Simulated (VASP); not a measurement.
# SiC (P1) in VASP: single point with PBE

Aim: the single point of SiC with PBE.

All numbers are computed with VASP 6.6.1; they aren't measurements. Logs are shortened: lines on timing, memory, paths and dates and some standing lists are left out, and cuts for length are marked.

## (1) The cell of the first run

The typed cell holds 4 atoms: a = 5.439 Å, b = 3.173 Å, c = 3.068 Å, α = 59.64°, β = 75.74°, γ = 91.46°.

## (2) Single point, PBE

INCAR

```
ALGO = Normal
EDIFF = 1E-7
ENCUT = 520
GGA = PE
ISIF = 2
ISMEAR = -1
LASPH = True
LCHARG = False
LREAL = False
LWAVE = False
NBANDS = 16
NELM = 100
PREC = Accurate
SIGMA = 0.1
```

KPOINTS

```
k-points
0
Gamma
  3 5 6
```

POSCAR

```
SiC
1.0
   -2.3373620000      4.3715080000      2.2388670000
    2.2548910000     -0.0374670000      2.2313290000
    2.2149290000      2.1232890000      0.0024950000
Si C
2 2
Direct
    0.0081444907      0.0240508756     -0.0051493659
    0.4944619478      0.4847986532      1.0064803194
    0.1303439304      0.3891976360      0.2534283055
    0.6359855723      0.8661666787      0.2501245236
```

Potentials or basis: VASP PAW PBE potentials, release 64 (Si, C).

Launch:

```sh
$ cat potpaw_PBE.64/Si/POTCAR potpaw_PBE.64/C/POTCAR > POTCAR
$ mpirun -np 1 vasp_std > vasp.out
```

OUTCAR:

```text
EDIFF = 1E-7
   ENCUT = 520
   GGA = PE
   ISIF = 2
   ISMEAR = -1
   LASPH = True
   LREAL = False
   NELM = 100
   PREC = Accurate

 ion  position               nearest neighbor table
   1  0.008  0.024  0.995-   3 1.87   3 1.89   4 1.93   3 1.96   2 3.01   2 3.11
   2  0.494  0.485  0.006-   3 1.89   4 1.92   4 1.94   4 1.97   1 3.01   1 3.11
   3  0.130  0.389  0.253-   1 1.87   1 1.89   2 1.89   1 1.96
   4  0.636  0.866  0.250-   2 1.92   1 1.93   2 1.94   2 1.97

  LATTYP: Found a triclinic cell.
 ALAT       =     3.1045393302
 B/A-ratio  =     0.9883169075
 C/A-ratio  =     1.7679594377
 COS(alpha) =     0.0227640877
 COS(beta)  =     0.2986557656
 COS(gamma) =     0.4717659744

  Lattice vectors:

 A1 = (  -0.0399620000,   2.1607560000,  -2.2288340000)
 A2 = (   2.2149290000,   2.1232890000,   0.0024950000)
 A3 = (   2.2974000000,  -2.2107520000,  -4.4677010000)

Analysis of symmetry for initial positions (statically):
=====================================================================
 Subroutine PRICEL returns:
 Original cell was already a primitive cell.

 Routine SETGRP: Setting up the symmetry group for a
 triclinic supercell.

 Subroutine GETGRP returns: Found  1 space group operations
 (whereof  1 operations were pure point group operations)
 out of a pool of  2 trial point group operations.

The static configuration has the point symmetry C_1 .

Analysis of symmetry for dynamics (positions and initial velocities):
=====================================================================
 Subroutine PRICEL returns:
 Original cell was already a primitive cell.

 Routine SETGRP: Setting up the symmetry group for a
 triclinic supercell.

 Subroutine GETGRP returns: Found  1 space group operations
 (whereof  1 operations were pure point group operations)
 out of a pool of  2 trial point group operations.

The dynamic configuration has the point symmetry C_1 .

 Subroutine INISYM returns: Found  1 space group operations
 (whereof  1 operations are pure point group operations),
 and found     1 'primitive' translations

----------------------------------------------------------------------------------------

                                     Primitive cell

  volume of cell :      43.5595

  direct lattice vectors                    reciprocal lattice vectors
    -2.337362000  4.371508000  2.238867000    -0.108767294  0.113330237  0.111818802
     2.254891000 -0.037467000  2.231329000     0.108882193 -0.113976566  0.336217637
     2.214929000  2.123289000  0.002495000     0.225855540  0.235627653 -0.224283986

  length of vectors
     5.439289361  3.172501585  3.068268710     0.192814707  0.371333124  0.396023260

  position of ions in fractional coordinates (direct lattice)
     0.008144491  0.024050876  0.994850634
     0.494461948  0.484798653  0.006480319
     0.130343930  0.389197636  0.253428306
     0.635985572  0.866166679  0.250124524

  ion indices of the primitive-cell ions
   primitive index   ion index
                 1           1
                 2           2
                 3           3
                 4           4

----------------------------------------------------------------------------------------

 KPOINTS: k-points

Automatic generation of k-mesh.
 Grid dimensions read from file:
 generate k-points for:    3    5    6

 Generating k-lattice:

  Cartesian coordinates                     Fractional coordinates (reciprocal lattice)
    -0.036255765  0.037776746  0.037272934     0.333333333 -0.000000000 -0.000000000
     0.021776439 -0.022795313  0.067243527     0.000000000  0.200000000 -0.000000000
     0.037642590  0.039271276 -0.037380664     0.000000000  0.000000000  0.166666667

  Length of vectors
     0.064271569  0.074266625  0.066003877

  Shift w.r.t. Gamma in fractional coordinates (k-lattice)
     0.000000000  0.000000000  0.000000000

 Subroutine IBZKPT returns following result:
 ===========================================

 Found     46 irreducible k-points:

 Following reciprocal coordinates:
            Coordinates               Weight
  0.000000  0.000000  0.000000      1.000000
  0.333333  0.000000 -0.000000      2.000000
 -0.000000  0.200000  0.000000      2.000000
  0.333333  0.200000 -0.000000      2.000000
 -0.333333  0.200000  0.000000      2.000000
 -0.000000  0.400000  0.000000      2.000000
[... 16 lines left out ...]
 -0.333333 -0.200000  0.166667      2.000000
 -0.000000  0.000000  0.333333      2.000000
 [... further k-points ...]
   k-points           NKPTS =     46   k-points in BZ     NKDIM =     46   number of bands    NBANDS=     16
   number of dos      NEDOS =    301   number of ions     NIONS =      4
   total plane-waves  NPLWV =  23040
   dimension x,y,z NGX =    40 NGY =   24 NGZ =   24
   dimension x,y,z NGXF=    80 NGYF=   48 NGZF=   48
   ions per type =               2   2
   NGX,Y,Z   is equivalent  to a cutoff of  12.23, 12.58, 13.00 a.u.
   NGXF,Y,Z  is equivalent  to a cutoff of  24.45, 25.15, 26.01 a.u.
 SYSTEM =  unknown system
   PREC   = accura    normal or accurate (medium, high low for compatibility)
   ISTART =      0    job   : 0-new  1-cont  2-samecut
   ICHARG =      2    charge: 1-file 2-atom 10-const
   ISPIN  =      1    spin polarized calculation?
   LNONCOLLINEAR =      F non collinear calculations
   LSORBIT =      F    spin-orbit coupling
   LASPH  =      T    aspherical Exc in radial PAW
   ENCUT  =  520.0 eV  38.22 Ry    6.18 a.u.  10.11  5.90  5.70*2*pi/ulx,y,z
   NELM   =    100;   NELMIN=  2; NELMDL= -5     # of ELM steps
   EDIFF  = 0.1E-06   stopping-criterion for ELM
   LREAL  =      F    real-space projection
   EDIFFG = 0.1E-05   stopping-criterion for IOM
   NSW    =      0    number of steps for IOM
   IBRION =     -1    ionic relax: 0-MD 1-quasi-New 2-CG
   NFREE  =      0    steps in history (QN), initial steepest desc. (CG)
   ISIF   =      2    stress and relaxation
   ISYM   =      2    0-nonsym 1-usesym 2-fastsym
   POTIM  = 0.5000    time-step for ionic-motion
   TEBEG  =    0.0;   TEEND  =   0.0 temperature during run
   PSTRESS=    0.0 pullay stress
   NELECT =      16.0000    total number of electrons
   NUPDOWN=      -1.0000    fix difference up-down
   EMIN   =  10.00;   EMAX   =-10.00  energy-range for DOS
   EFERMI =   0.00;   METHOD = LEGACY
   ISMEAR =    -1;   SIGMA  =   0.10  broadening in eV -4-tet -1-fermi 0-gaus
   EFERMI_NEDOS =   21; number of points for ismear=-14 and -15
   IALGO  =     38    algorithm
   IMIX   =      4    mixing-type and parameters
     AMIX     =   0.40;   BMIX     =  1.00
     AMIX_MAG =   1.60;   BMIX_MAG =  1.00
  volume/ion in A,a.u.               =      10.89        73.49
  Fermi-wavevector in a.u.,A,eV,Ry     =   1.172431  2.215573 18.702482  1.374594
  Thomas-Fermi vector in A             =   2.308859
   LORBIT       =      0    0 simple, 1 ext, 2 COOP (PROOUT), +10 PAW based schemes
   GGA     = PE    functional components
   LHFCALC =     F    Hartree Fock is set to
   AEXX    =    0.0000 exact exchange contribution
   IVDW    =     0    specifies the selected vdW correction
   LEPSILON=     F    determine dielectric tensor
   LRPA    =     F    only Hartree local field effects (RPA)
 non-spin polarized calculation
  energy-cutoff  :      520.00
  volume of cell :       43.56
 maximum number of plane-waves:      1186
   NGX = 21   NGY = 11   NGZ = 11

 number of electron      16.0000001 magnetization

 Free energy of the ion-electron system (eV)
  ---------------------------------------------------
  ext. energy  EPLUGINS =         0.00000000
  ---------------------------------------------------
  free energy    TOTEN  =       -29.90197863 eV

  energy without entropy =      -29.90146949  energy(sigma->0) =      -29.90172406

 E-fermi :   8.3373     XC(G=0): -11.1369

 val. band max:        7.9191295729   @ k =   0.0000   0.0000   0.0000
 cond. band min:       8.7208326908   @ k =   0.0000   0.0000   0.5000
 fundamental gap:      0.8017031179
 Fermi energy:         8.3372761413

 k-point     1 :       0.0000    0.0000    0.0000
  band No.  band energies     occupation
      1      -7.4952      2.00000
      2      -4.1488      2.00000
      3      -0.8737      2.00000
      4       6.3981      2.00000
      5       6.7185      2.00000
      6       7.2807      1.99995
[... 8 lines left out ...]
     15      15.3764      0.00000
     16      17.4261      0.00000

 k-point     2 :       0.3333    0.0000   -0.0000
  band No.  band energies     occupation
      1      -7.0181      2.00000
      2      -5.4899      2.00000
      3       1.3140      2.00000
      4       4.9483      2.00000
      5       6.5540      2.00000
      6       6.8296      2.00000
[... 8 lines left out ...]
     15      15.6695      0.00000
     16      17.0919      0.00000

 k-point     3 :      -0.0000    0.2000    0.0000
  band No.  band energies     occupation
      1      -6.8282      2.00000
      2      -3.7216      2.00000
      3      -0.1776      2.00000
      4       3.8943      2.00000
      5       5.2026      2.00000
      6       6.0005      2.00000
[... 8 lines left out ...]
     15      16.8396      0.00000
     16      18.0055      0.00000

 k-point     4 :       0.3333    0.2000   -0.0000
  band No.  band energies     occupation
      1      -6.1876      2.00000
      2      -5.2156      2.00000
      3       2.2410      2.00000
      4       3.9034      2.00000
      5       4.1368      2.00000
      6       5.8699      2.00000
[... 8 lines left out ...]
     15      16.7617      0.00000
     16      17.5860      0.00000
[... 324 lines left out ...]
 k-point    22 :       0.3333   -0.2000    0.1667
  band No.  band energies     occupation
      1      -5.7506      2.00000
      2      -3.2104      2.00000
      3       0.6754      2.00000
      4       2.6467      2.00000
      5       3.2589      2.00000
      6       4.3085      2.00000
[... 8 lines left out ...]
     15      16.4087      0.00000
     16      18.9792      0.00000

 k-point    23 :      -0.3333   -0.2000    0.1667
  band No.  band energies     occupation
      1      -5.0802      2.00000
      2      -4.4859      2.00000
      3       1.7905      2.00000
      4       2.1471      2.00000
      5       4.4312      2.00000
      6       4.5929      2.00000
[... 8 lines left out ...]
     15      17.7206      0.00000
     16      18.4180      0.00000

 k-point    24 :      -0.0000    0.0000    0.3333
  band No.  band energies     occupation
      1      -5.4606      2.00000
      2      -3.2049      2.00000
      3       0.9373      2.00000
      4       1.6176      2.00000
      5       3.3120      2.00000
      6       4.6788      2.00000
[... 8 lines left out ...]
     15      19.2154      0.00000
     16      19.4839      0.00000

 [... further k-points ...]

------------------------ aborting loop because EDIFF is reached ----------------------------------------

  FORCE on cell =-STRESS in cart. coord.  units (eV):
  Direction    XX          YY          ZZ          XY          YZ          ZX
  --------------------------------------------------------------------------------------
  -------------------------------------------------------------------------------------
  Total       -2.9779206     -0.3603097     -2.3477717      2.2673895     -0.1192833     -0.2212535
  in kB     -109.5319265    -13.2526767    -86.3542021     83.3976373     -4.3873995     -8.1380005
  external PRESSURE =     -69.7129351 kB  Pullay stress =       0.0000000 kB

 VOLUME and BASIS-vectors are now :
 -----------------------------------------------------------------------------
  energy-cutoff  :      520.00
  volume of cell :       43.56
      direct lattice vectors                 reciprocal lattice vectors
    -2.337362000  4.371508000  2.238867000    -0.108767294  0.113330237  0.111818802
     2.254891000 -0.037467000  2.231329000     0.108882193 -0.113976566  0.336217637
     2.214929000  2.123289000  0.002495000     0.225855540  0.235627653 -0.224283986

 POSITION                                       TOTAL-FORCE (eV/Angst)
 -----------------------------------------------------------------------------------
      2.23872      2.14706      0.07438         0.173325     -0.134407     -1.105672
     -0.04821      2.15714      2.18880        -0.695058      1.209524      1.126330
      1.13426      1.09332      1.16088        -0.033865     -0.323316      0.299089
      1.02059      3.27885      3.35721         0.555598     -0.751801     -0.319747
 -----------------------------------------------------------------------------------
    total drift:                                0.000032     -0.000065      0.000207

  FREE ENERGIE OF THE ION-ELECTRON SYSTEM (eV)
  ---------------------------------------------------
  free  energy   TOTEN  =       -29.9019786332 eV

  energy  without entropy=      -29.9014694870  energy(sigma->0) =      -29.90172406
```

It took 30 s on 1 thread of Intel Xeon 8259CL, shared host; peak memory 0.17 GiB.

Results:

```
Free energy            : -29.9020 eV
Pressure               : -7.0 GPa
Largest force          : 1.793 eV/Å
Band gap on the k mesh : 0.80 eV
```

Forces on the atoms (eV/Å):
```
Si   0.173 -0.134 -1.106
Si  -0.695  1.210  1.126
C   -0.034 -0.323  0.299
C    0.556 -0.752 -0.320
```

Stress tensor (GPa, compression positive):
```
-10.95   8.34  -0.81
  8.34  -1.33  -0.44
 -0.81  -0.44  -8.64
```

Caveat: the k points lie up to 0.43 Å⁻¹ apart; an odd mesh through Γ misses points on the zone boundary, where band edges can lie; forces of over 1 eV/Å act on the atoms, so gaps and moduli don't describe the material at rest.
